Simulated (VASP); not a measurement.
# CuO (Cc) in VASP: notebook

CuO is run at these levels: LDA, PBE+U; tasks: single point.

Program: VASP 6.6.1. These are calculated values, not measurements. Logs are shortened: lines on timing, memory, paths and dates and some standing lists are left out, and cuts for length are marked.

## (1) The cell of the first run

Symmetry: Cc, No. 9, monoclinic system. The conventional cell has a = 4.751 Å, b = 3.472 Å, c = 5.200 Å, α = 90.00°, β = 99.65°, γ = 90.00°. Cu (site symmetry 1) has 4 O at 1.93 to 2.05 Å within 2.6 Å. O (site symmetry 1) has 4 Cu at 1.93 to 2.05 Å and 2 O at 2.66 Å within 2.7 Å.

## (2) Single point, LDA

INCAR

```
SYSTEM = CuO
ALGO = Normal
EDIFF = 1E-6
ENCUT = 820
GGA_COMPAT = .False.
ISIF = 2
ISMEAR = -1
LASPH = .True.
LCHARG = .False.
LREAL = .False.
LWAVE = .False.
NBANDS = 33
NELM = 120
PREC = Accurate
SIGMA = 0.05
```

KPOINTS

```
k-points
0
Gamma
  10 10 5
  0 0 0
```

POSCAR

```
CuO
1.0
    2.3755039530     -1.7359471401      0.0000000000
    2.3755039530      1.7359471401      0.0000000000
   -0.8718742338      0.0000000000      5.1260186872
Cu O
2 2
Direct
    0.0032000000      0.4968000000      0.0000000000
    0.4968000000      0.0032000000      0.5000000000
    0.5714000000      0.4056000000      0.2537000000
    0.4056000000      0.5714000000      0.7537000000
```

Potentials or basis: VASP PAW LDA potentials, release 64 (Cu_sv_GW, O).

Command:

```console
$ cat potpaw_LDA.64/Cu_sv_GW/POTCAR potpaw_LDA.64/O/POTCAR > POTCAR
$ mpirun -np 1 vasp_std > vasp.out
```

OUTCAR:

```text
SYSTEM = CuO
   EDIFF = 1E-6
   ENCUT = 820
   ISIF = 2
   ISMEAR = -1
   LASPH = .True.
   LREAL = .False.
   NELM = 120
   PREC = Accurate

 ion  position               nearest neighbor table
   1  0.003  0.497  0.000-   4 1.93   3 1.96   4 2.00   3 2.05
   2  0.497  0.003  0.500-   3 1.93   4 1.96   3 2.00   4 2.05
   3  0.571  0.406  0.254-   2 1.93   1 1.96   2 2.00   1 2.05
   4  0.406  0.571  0.754-   1 1.93   2 1.96   1 2.00   2 2.05

  LATTYP: Found a base centered monoclinic cell.
 ALAT       =     4.7510079060
 B/A-ratio  =     0.7307700490
 C/A-ratio  =     1.0944283419
 COS(beta)  =    -0.1676798045

  Lattice vectors:

 A1 = (   2.3755039530,  -1.7359471401,   0.0000000000)
 A2 = (   2.3755039530,   1.7359471401,   0.0000000000)
 A3 = (  -0.8718742338,   0.0000000000,   5.1260186872)

Analysis of symmetry for initial positions (statically):
=====================================================================
 Subroutine PRICEL returns:
 Original cell was already a primitive cell.

 Routine SETGRP: Setting up the symmetry group for a
 base centered monoclinic supercell.

 Subroutine GETGRP returns: Found  2 space group operations
 (whereof  1 operations were pure point group operations)
 out of a pool of  4 trial point group operations.

The static configuration has the point symmetry C_1 .
 The point group associated with its full space group is C_1h.

Analysis of symmetry for dynamics (positions and initial velocities):
=====================================================================
 Subroutine PRICEL returns:
 Original cell was already a primitive cell.

 Routine SETGRP: Setting up the symmetry group for a
 base centered monoclinic supercell.

 Subroutine GETGRP returns: Found  2 space group operations
 (whereof  1 operations were pure point group operations)
 out of a pool of  4 trial point group operations.

The dynamic configuration has the point symmetry C_1 .
 The point group associated with its full space group is C_1h.

 Subroutine INISYM returns: Found  2 space group operations
 (whereof  1 operations are pure point group operations),
 and found     1 'primitive' translations

----------------------------------------------------------------------------------------

                                     Primitive cell

  volume of cell :      42.2768

  direct lattice vectors                    reciprocal lattice vectors
     2.375503953 -1.735947140  0.000000000     0.210481654 -0.288027203  0.035800402
     2.375503953  1.735947140  0.000000000     0.210481654  0.288027203  0.035800402
    -0.871874234  0.000000000  5.126018687     0.000000000  0.000000000  0.195083175

  length of vectors
     2.942198413  2.942198413  5.199637705     0.358530145  0.358530145  0.195083175

  position of ions in fractional coordinates (direct lattice)
     0.003200000  0.496800000  0.000000000
     0.496800000  0.003200000  0.500000000
     0.571400000  0.405600000  0.253700000
     0.405600000  0.571400000  0.753700000

  ion indices of the primitive-cell ions
   primitive index   ion index
                 1           1
                 2           2
                 3           3
                 4           4

----------------------------------------------------------------------------------------

 KPOINTS: k-points

Automatic generation of k-mesh.
 Grid dimensions read from file:
 generate k-points for:   10   10    5

 Generating k-lattice:

  Cartesian coordinates                     Fractional coordinates (reciprocal lattice)
     0.021048165 -0.028802720  0.003580040     0.100000000  0.000000000  0.000000000
     0.021048165  0.028802720  0.003580040     0.000000000  0.100000000  0.000000000
     0.000000000  0.000000000  0.039016635     0.000000000  0.000000000  0.200000000

  Length of vectors
     0.035853015  0.035853015  0.039016635

  Shift w.r.t. Gamma in fractional coordinates (k-lattice)
     0.000000000  0.000000000  0.000000000

 Subroutine IBZKPT returns following result:
 ===========================================

 Found    141 irreducible k-points:

 Following reciprocal coordinates:
            Coordinates               Weight
  0.000000  0.000000  0.000000      1.000000
  0.100000 -0.000000  0.000000      4.000000
  0.200000 -0.000000  0.000000      4.000000
  0.300000 -0.000000  0.000000      4.000000
  0.400000  0.000000  0.000000      4.000000
  0.500000  0.000000  0.000000      2.000000
[... 16 lines left out ...]
  0.300000  0.300000  0.000000      2.000000
  0.400000  0.300000  0.000000      4.000000
 [... further k-points ...]
   k-points           NKPTS =    141   k-points in BZ     NKDIM =    141   number of bands    NBANDS=     33
   number of dos      NEDOS =    301   number of ions     NIONS =      4
   total plane-waves  NPLWV =  39200
   dimension x,y,z NGX =    28 NGY =   28 NGZ =   50
   dimension x,y,z NGXF=    56 NGYF=   56 NGZF=  100
   ions per type =               2   2
   NGX,Y,Z   is equivalent  to a cutoff of  15.82, 15.82, 15.99 a.u.
   NGXF,Y,Z  is equivalent  to a cutoff of  31.64, 31.64, 31.97 a.u.
 SYSTEM =  CuO
   PREC   = accura    normal or accurate (medium, high low for compatibility)
   ISTART =      0    job   : 0-new  1-cont  2-samecut
   ICHARG =      2    charge: 1-file 2-atom 10-const
   ISPIN  =      1    spin polarized calculation?
   LNONCOLLINEAR =      F non collinear calculations
   LSORBIT =      F    spin-orbit coupling
   LASPH  =      T    aspherical Exc in radial PAW
   ENCUT  =  820.0 eV  60.27 Ry    7.76 a.u.   6.87  6.87 12.14*2*pi/ulx,y,z
   NELM   =    120;   NELMIN=  2; NELMDL= -5     # of ELM steps
   EDIFF  = 0.1E-05   stopping-criterion for ELM
   LREAL  =      F    real-space projection
   EDIFFG = 0.1E-04   stopping-criterion for IOM
   NSW    =      0    number of steps for IOM
   IBRION =     -1    ionic relax: 0-MD 1-quasi-New 2-CG
   NFREE  =      0    steps in history (QN), initial steepest desc. (CG)
   ISIF   =      2    stress and relaxation
   ISYM   =      2    0-nonsym 1-usesym 2-fastsym
   POTIM  = 0.5000    time-step for ionic-motion
   TEBEG  =    0.0;   TEEND  =   0.0 temperature during run
   PSTRESS=    0.0 pullay stress
   NELECT =      50.0000    total number of electrons
   NUPDOWN=      -1.0000    fix difference up-down
   EMIN   =  10.00;   EMAX   =-10.00  energy-range for DOS
   EFERMI =   0.00;   METHOD = LEGACY
   ISMEAR =    -1;   SIGMA  =   0.05  broadening in eV -4-tet -1-fermi 0-gaus
   EFERMI_NEDOS =   21; number of points for ismear=-14 and -15
   IALGO  =     38    algorithm
   IMIX   =      4    mixing-type and parameters
     AMIX     =   0.40;   BMIX     =  1.00
     AMIX_MAG =   1.60;   BMIX_MAG =  1.00
  volume/ion in A,a.u.               =      10.57        71.32
  Fermi-wavevector in a.u.,A,eV,Ry     =   1.731267  3.271620 40.780538  2.997285
  Thomas-Fermi vector in A             =   2.805666
   LORBIT       =      0    0 simple, 1 ext, 2 COOP (PROOUT), +10 PAW based schemes
   GGA     = CA    functional components
   LHFCALC =     F    Hartree Fock is set to
   AEXX    =    0.0000 exact exchange contribution
   IVDW    =     0    specifies the selected vdW correction
   LEPSILON=     F    determine dielectric tensor
   LRPA    =     F    only Hartree local field effects (RPA)
 non-spin polarized calculation
  energy-cutoff  :      820.00
  volume of cell :       42.28
 maximum number of plane-waves:      2269
   NGX = 13   NGY = 13   NGZ = 25

 number of electron      50.0000006 magnetization

 Free energy of the ion-electron system (eV)
  ---------------------------------------------------
  ext. energy  EPLUGINS =         0.00000000
  ---------------------------------------------------
  free energy    TOTEN  =       -23.30943771 eV

  energy without entropy =      -23.28965022  energy(sigma->0) =      -23.29954396

 E-fermi :   4.7547     XC(G=0): -12.6011

 val. band max:        4.7514597052   @ k =  -0.4000   0.2000   0.4000
 cond. band min:       4.7637065399   @ k =   0.5000   0.2000   0.4000
 fundamental gap:      0.0122468347
 Fermi energy:         4.7547107405

 k-point     1 :       0.0000    0.0000    0.0000
  band No.  band energies     occupation
      1    -106.5929      2.00000
      2    -106.5924      2.00000
      3     -64.7038      2.00000
      4     -64.7035      2.00000
      5     -64.6767      2.00000
      6     -64.6687      2.00000
[... 25 lines left out ...]
     32      20.7691      0.00000
     33      21.1865      0.00000

 k-point     2 :       0.1000   -0.0000    0.0000
  band No.  band energies     occupation
      1    -106.5928      2.00000
      2    -106.5923      2.00000
      3     -64.7048      2.00000
      4     -64.7037      2.00000
      5     -64.6764      2.00000
      6     -64.6688      2.00000
[... 25 lines left out ...]
     32      20.1824      0.00000
     33      21.3565      0.00000

 k-point     3 :       0.2000   -0.0000    0.0000
  band No.  band energies     occupation
      1    -106.5926      2.00000
      2    -106.5923      2.00000
      3     -64.7076      2.00000
      4     -64.7039      2.00000
      5     -64.6757      2.00000
      6     -64.6692      2.00000
[... 25 lines left out ...]
     32      19.3814      0.00000
     33      20.7676      0.00000

 k-point     4 :       0.3000   -0.0000    0.0000
  band No.  band energies     occupation
      1    -106.5924      2.00000
      2    -106.5921      2.00000
      3     -64.7113      2.00000
      4     -64.7040      2.00000
      5     -64.6747      2.00000
      6     -64.6700      2.00000
[... 673 lines left out ...]
     32      18.1417      0.00000
     33      18.4059      0.00000

 k-point    23 :       0.3000    0.3000    0.0000
  band No.  band energies     occupation
      1    -106.5921      2.00000
      2    -106.5917      2.00000
      3     -64.7123      2.00000
      4     -64.7100      2.00000
      5     -64.6751      2.00000
      6     -64.6692      2.00000
[... 25 lines left out ...]
     32      18.8385      0.00000
     33      19.4805      0.00000

 k-point    24 :       0.4000    0.3000    0.0000
  band No.  band energies     occupation
      1    -106.5920      2.00000
      2    -106.5916      2.00000
      3     -64.7145      2.00000
      4     -64.7108      2.00000
      5     -64.6747      2.00000
      6     -64.6694      2.00000
[... 25 lines left out ...]
     32      17.6345      0.00000
     33      18.7996      0.00000

 [... further k-points ...]

------------------------ aborting loop because EDIFF is reached ----------------------------------------

  FORCE on cell =-STRESS in cart. coord.  units (eV):
  Direction    XX          YY          ZZ          XY          YZ          ZX
  --------------------------------------------------------------------------------------
  -------------------------------------------------------------------------------------
  Total       -4.4147841     -2.8526885     -5.0724322      0.0000000      0.0000000      0.1586269
  in kB     -167.3083495   -108.1091614   -192.2314302      0.0000000      0.0000000      6.0115277
  external PRESSURE =    -155.8829804 kB  Pullay stress =       0.0000000 kB

 VOLUME and BASIS-vectors are now :
 -----------------------------------------------------------------------------
  energy-cutoff  :      820.00
  volume of cell :       42.28
      direct lattice vectors                 reciprocal lattice vectors
     2.375503953 -1.735947140  0.000000000     0.210481654 -0.288027203  0.035800402
     2.375503953  1.735947140  0.000000000     0.210481654  0.288027203  0.035800402
    -0.871874234  0.000000000  5.126018687     0.000000000  0.000000000  0.195083175

 POSITION                                       TOTAL-FORCE (eV/Angst)
 -----------------------------------------------------------------------------------
      1.18775      0.85686      0.00000        -0.494775      0.237591      0.179560
      0.75181     -0.85686      2.56301        -0.494775     -0.237591      0.179560
      2.09967     -0.28782      1.30047         0.494775      0.594317     -0.179560
      1.66374      0.28782      3.86348         0.494775     -0.594317     -0.179560
 -----------------------------------------------------------------------------------
    total drift:                               -0.000027      0.000000      0.000291

  FREE ENERGIE OF THE ION-ELECTRON SYSTEM (eV)
  ---------------------------------------------------
  free  energy   TOTEN  =       -23.3094377053 eV

  energy  without entropy=      -23.2896502208  energy(sigma->0) =      -23.29954396
```

Run time: 4.4 min. Hardware: 1 thread of Intel Xeon Platinum 8488C (Sapphire Rapids), shared host; peak memory 0.44 GiB.

What came out:

- Free energy: -23.3094 eV
- Pressure: -15.6 GPa
- Largest force: 0.794 eV/Å
- Band gap on the k mesh: zero (bands 25 and 26 overlap by 0.60 eV)

Forces on the atoms (eV/Å):
```
Cu  -0.495  0.238  0.180
Cu  -0.495 -0.238  0.180
O    0.495  0.594 -0.180
O    0.495 -0.594 -0.180
```

Levels at points of the mesh, in eV from the Fermi level:
| k point | band 23 | band 24 | band 25 | band 26 | band 27 | band 28 |
| --- | --- | --- | --- | --- | --- | --- |
| (0.00, 0.00, 0.00) | -2.01 | -1.54 | 0.23 | 0.89 | 1.56 | 5.89 |
| (0.50, 0.00, 0.00) | -1.39 | -1.31 | -0.04 | 0.29 | 4.75 | 6.03 |
| (0.50, 0.50, 0.00) | -1.64 | -1.14 | -0.60 | 1.02 | 3.34 | 6.72 |

Caveat: the stress differs along the axes, from -19 to -11 GPa; semilocal functionals often make such compounds metallic where correlation or magnetic order opens a gap, which also shifts bond lengths.

[end of part 1 of 3]

The gap in the log of VASP goes by the Fermi energy; the results here count the filled bands.